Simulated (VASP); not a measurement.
# Co (P6_3/mmc) in VASP: single point with PBE

Aim: the single point of Co with PBE.

All numbers are computed with VASP 6.6.1; they aren't measurements. Logs are shortened: lines on timing, memory, paths and dates and some standing lists are left out, and cuts for length are marked.

## (1) The cell of the first run

The structure is hexagonal, space group P6_3/mmc (No. 194). The conventional cell has a = 2.507 Å, b = 2.507 Å, c = 4.070 Å, α = 90.00°, β = 90.00°, γ = 120.00°. Co (site symmetry -6m2) has 12 Co at 2.50 to 2.51 Å within 3.3 Å.

## (2) Single point, PBE, collinear spin, ferromagnetic start

Contents of INCAR:

```
ALGO     = Normal         # electronic algorithm
EDIFF    = 1E-6           # SCF threshold, eV
ENCUT    = 520            # plane-wave cutoff, eV
GGA      = PE             # functional
ISIF     = 2              # what is computed and relaxed
ISMEAR   = -1             # smearing method
ISPIN    = 2              # spin polarisation
LASPH    = T              # aspherical terms in the spheres
LCHARG   = T              # write CHGCAR
LELF     = T              # ELF
LMAXMIX  = 4              # l up to which the mixer works
LORBIT   = 11             # projections on sites
LREAL    = F              # projectors in reciprocal space
LVHAR    = T            
LWAVE    = F              # write WAVECAR
MAGMOM   = 2 2            # initial moments
NBANDS   = 20             # bands
NELM     = 150            # most SCF steps
PREC     = Accurate       # precision mode
SIGMA    = 0.05           # smearing width, eV
```

Contents of KPOINTS:

```
k-points
0
Gamma
  14 14 8
```

Contents of POSCAR:

```
Co
1.0
    2.5074000000      0.0000000000      0.0000000000
   -1.2537000000      2.1714720974      0.0000000000
    0.0000000000      0.0000000000      4.0699000000
Co
2
Direct
    0.3333333333      0.6666666667      0.2500000000
    0.6666666667      0.3333333333      0.7500000000
```

Potentials or basis: VASP PAW PBE potentials, release 64 (Co).

Launch:

```console
$ cat potpaw_PBE.64/Co/POTCAR > POTCAR
$ mpirun -np 1 vasp_std > vasp.out
```

OUTCAR:

```text
EDIFF = 1E-6
   ENCUT = 520
   GGA = PE
   ISIF = 2
   ISMEAR = -1
   ISPIN = 2
   LASPH = T
   LORBIT = 11
   LREAL = F
   NELM = 150
   PREC = Accurate

 ion  position               nearest neighbor table
   1  0.333  0.667  0.250-   2 2.50   2 2.50   2 2.50   2 2.50   2 2.50   2 2.50
   2  0.667  0.333  0.750-   1 2.50   1 2.50   1 2.50   1 2.50   1 2.50   1 2.50

  LATTYP: Found a hexagonal cell.
 ALAT       =     2.5074000000
 C/A-ratio  =     1.6231554598

  Lattice vectors:

 A1 = (   2.5074000000,   0.0000000000,   0.0000000000)
 A2 = (  -1.2537000000,   2.1714720974,   0.0000000000)
 A3 = (   0.0000000000,   0.0000000000,   4.0699000000)

Analysis of symmetry for initial positions (statically):
=====================================================================
 Subroutine PRICEL returns:
 Original cell was already a primitive cell.

 Routine SETGRP: Setting up the symmetry group for a
 hexagonal supercell.

 Subroutine GETGRP returns: Found 24 space group operations
 (whereof 12 operations were pure point group operations)
 out of a pool of 24 trial point group operations.

The static configuration has the point symmetry D_3d.
 The point group associated with its full space group is D_6h.

Analysis of symmetry for dynamics (positions and initial velocities):
=====================================================================
 Subroutine PRICEL returns:
 Original cell was already a primitive cell.

 Routine SETGRP: Setting up the symmetry group for a
 hexagonal supercell.

 Subroutine GETGRP returns: Found 24 space group operations
 (whereof 12 operations were pure point group operations)
 out of a pool of 24 trial point group operations.

The dynamic configuration has the point symmetry D_3d.
 The point group associated with its full space group is D_6h.

Analysis of structural, dynamic, and magnetic symmetry:
=====================================================================
 Subroutine PRICEL returns:
 Original cell was already a primitive cell.

 Routine SETGRP: Setting up the symmetry group for a
 hexagonal supercell.

 Subroutine GETGRP returns: Found 24 space group operations
 (whereof 12 operations were pure point group operations)
 out of a pool of 24 trial point group operations.

The overall configuration has the point symmetry D_3d.
 The point group associated with its full space group is D_6h.

 Subroutine INISYM returns: Found 24 space group operations
 (whereof 12 operations are pure point group operations),
 and found     1 'primitive' translations

[... 118 lines left out ...]
   LORBIT       =     11    0 simple, 1 ext, 2 COOP (PROOUT), +10 PAW based schemes
   GGA     = PE    functional components
   LHFCALC =     F    Hartree Fock is set to
   AEXX    =    0.0000 exact exchange contribution
   IVDW    =     0    specifies the selected vdW correction
   LEPSILON=     F    determine dielectric tensor
   LRPA    =     F    only Hartree local field effects (RPA)
 spin polarized calculation
  energy-cutoff  :      520.00
  volume of cell :       22.16
 maximum number of plane-waves:       610
 NGX is ok and might be reduce to    20
   NGX =  9   NGY =  9   NGZ = 15

 number of electron      18.0000002 magnetization       3.2093299

 Free energy of the ion-electron system (eV)
  ---------------------------------------------------
  ext. energy  EPLUGINS =         0.00000000
  ---------------------------------------------------
  free energy    TOTEN  =       -14.06463632 eV

  energy without entropy =      -14.04734789  energy(sigma->0) =      -14.05599210

 E-fermi :   9.9642     XC(G=0): -13.2807

 val. band max:        9.9638542974   @ k =   0.2143   0.1429   0.0000
 cond. band min:       9.9739033572   @ k =   0.3571   0.1429   0.5000
 fundamental gap:      0.0100490598
 Fermi energy:         9.9641991172

 spin component 1

 k-point     1 :       0.0000    0.0000    0.0000
  band No.  band energies     occupation
      1       1.1810      1.00000
      2       4.9336      1.00000
      3       7.3703      1.00000
      4       7.4101      1.00000
      5       7.4101      1.00000
      6       7.7066      1.00000
[... 541 lines left out ...]
     19      26.4510      0.00000
     20      42.2205      0.00000

 [... further k-points ...]

 spin component 2

 k-point     1 :       0.0000    0.0000    0.0000
  band No.  band energies     occupation
      1       1.1642      1.00000
      2       5.8678      1.00000
      3       8.9942      1.00000
      4       9.0438      1.00000
      5       9.0438      1.00000
      6       9.3927      0.99999
[... 541 lines left out ...]
     19      26.8251      0.00000
     20      42.3726      0.00000

 [... further k-points ...]

------------------------ aborting loop because EDIFF is reached ----------------------------------------

  FORCE on cell =-STRESS in cart. coord.  units (eV):
  Direction    XX          YY          ZZ          XY          YZ          ZX
  --------------------------------------------------------------------------------------
  -------------------------------------------------------------------------------------
  Total       -0.6136038     -0.6136038     -0.8163307      0.0000000     -0.0000000      0.0000000
  in kB      -44.3646460    -44.3646460    -59.0221564      0.0000000     -0.0000000      0.0000000
  external PRESSURE =     -49.2504828 kB  Pullay stress =       0.0000000 kB

 VOLUME and BASIS-vectors are now :
 -----------------------------------------------------------------------------
  energy-cutoff  :      520.00
  volume of cell :       22.16
      direct lattice vectors                 reciprocal lattice vectors
     2.507400000  0.000000000  0.000000000     0.398819494  0.230258542  0.000000000
    -1.253700000  2.171472097  0.000000000     0.000000000  0.460517085  0.000000000
     0.000000000  0.000000000  4.069900000     0.000000000  0.000000000  0.245706283

 POSITION                                       TOTAL-FORCE (eV/Angst)
 -----------------------------------------------------------------------------------
     -0.00000      1.44765      1.01747        -0.000000     -0.000000      0.000000
      1.25370      0.72382      3.05242         0.000000      0.000000      0.000000
 -----------------------------------------------------------------------------------
    total drift:                                0.000000      0.000000     -0.000000

  FREE ENERGIE OF THE ION-ELECTRON SYSTEM (eV)
  ---------------------------------------------------
  free  energy   TOTEN  =       -14.0646363219 eV

  energy  without entropy=      -14.0473478861  energy(sigma->0) =      -14.05599210

 total charge

# of ion       s       p       d       tot
------------------------------------------
    1        0.479   0.503   7.251   8.233
    2        0.479   0.503   7.251   8.233
--------------------------------------------------
tot          0.959   1.005  14.502  16.466

 magnetization (x)

# of ion       s       p       d       tot
------------------------------------------
    1       -0.015  -0.055   1.700   1.630
    2       -0.015  -0.055   1.700   1.630
--------------------------------------------------
tot         -0.030  -0.110   3.399   3.260
```

OSZICAR:

```text
N       E                     dE             d eps       ncg     rms          rms(c)
DAV:   1     0.855620418255E+02    0.85562E+02   -0.82810E+03 10112   0.123E+03
DAV:   2    -0.114818332470E+02   -0.97044E+02   -0.87329E+02  9756   0.216E+02
DAV:   3    -0.160879461867E+02   -0.46061E+01   -0.44150E+01 10980   0.568E+01
DAV:   4    -0.161571366798E+02   -0.69190E-01   -0.69137E-01 11696   0.617E+00
DAV:   5    -0.161591362100E+02   -0.19995E-02   -0.19994E-02 11084   0.992E-01    0.146E+01
DAV:   6    -0.145341560397E+02    0.16250E+01   -0.77524E+00 10872   0.565E+01    0.703E+00
DAV:   7    -0.140982493526E+02    0.43591E+00   -0.12419E+00 11104   0.208E+01    0.371E+00
DAV:   8    -0.140791581156E+02    0.19091E-01   -0.16093E-02 12616   0.125E+00    0.168E+00
DAV:   9    -0.140652310104E+02    0.13927E-01   -0.33749E-03 15352   0.992E-01    0.452E-01
DAV:  10    -0.140646299821E+02    0.60103E-03   -0.52109E-04 12336   0.262E-01    0.131E-01
DAV:  11    -0.140646365706E+02   -0.65885E-05   -0.95148E-05 14384   0.161E-01    0.294E-02
DAV:  12    -0.140646372516E+02   -0.68104E-06   -0.13029E-05 10144   0.337E-02    0.162E-02
DAV:  13    -0.140646359259E+02    0.13257E-05   -0.19198E-06  9192   0.161E-02    0.926E-03
DAV:  14    -0.140646363219E+02   -0.39597E-06   -0.56864E-07  6364   0.601E-03
   1 F= -.14064636E+02 E0= -.14055992E+02  d E =-.172884E-01  mag=     3.2098
```

stdout:

```text
POSCAR found type information on POSCAR Co
 POSCAR found :  1 types and       2 ions
 scaLAPACK will be used
 LDA part: xc-table for (Slater+PW92), standard interpolation
 POSCAR, INCAR and KPOINTS ok, starting setup
 FFT: planning ... GRIDC
 FFT: planning ... GRID_SOFT
 FFT: planning ... GRID
 WAVECAR not read
 entering main loop
```

Wall time 64 s (1 thread of Intel Xeon Platinum 8488C (Sapphire Rapids), shared host); peak memory 0.19 GiB.

Results:

```yaml
Free_energy: -14.0646 eV
Pressure: -4.9 GPa
Net_moment: 3.21 μB per cell
Site_moments: Co +1.63 μB
Valence_electrons_inside_the_program's_atomic_spheres: Co 8.23
```

Levels at points of the mesh, in eV from the Fermi level:
Spin up:
| k point | band 8 | band 9 | band 10 | band 11 | band 12 | band 13 | band 14 | band 15 |
| --- | --- | --- | --- | --- | --- | --- | --- | --- |
| (0.00, 0.00, 0.00) | -1.91 | -1.91 | -0.86 | -0.86 | -0.10 | 6.12 | 21.85 | 24.24 |
| (0.50, 0.00, 0.00) | -0.72 | -0.65 | -0.58 | 1.26 | 3.22 | 9.50 | 10.12 | 12.52 |
| (0.00, 0.00, 0.50) | -2.62 | -1.16 | -1.16 | -1.16 | -1.16 | 14.69 | 14.69 | 22.56 |
| (0.50, 0.00, 0.50) | -1.07 | -0.63 | -0.63 | 1.57 | 1.57 | 7.08 | 7.08 | 18.10 |
Spin down:
| k point | band 4 | band 5 | band 6 | band 7 | band 8 | band 9 | band 10 | band 11 |
| --- | --- | --- | --- | --- | --- | --- | --- | --- |
| (0.00, 0.00, 0.00) | -0.92 | -0.92 | -0.57 | -0.57 | -0.18 | -0.14 | -0.14 | 1.02 |
| (0.50, 0.00, 0.00) | -1.80 | -1.06 | -1.00 | -0.61 | 1.15 | 1.27 | 1.31 | 2.47 |
| (0.00, 0.00, 0.50) | -1.50 | -0.98 | -0.98 | -0.98 | -0.98 | 0.69 | 0.69 | 0.69 |
| (0.50, 0.00, 0.50) | -2.30 | -0.04 | -0.04 | 0.25 | 0.25 | 1.25 | 1.25 | 2.16 |
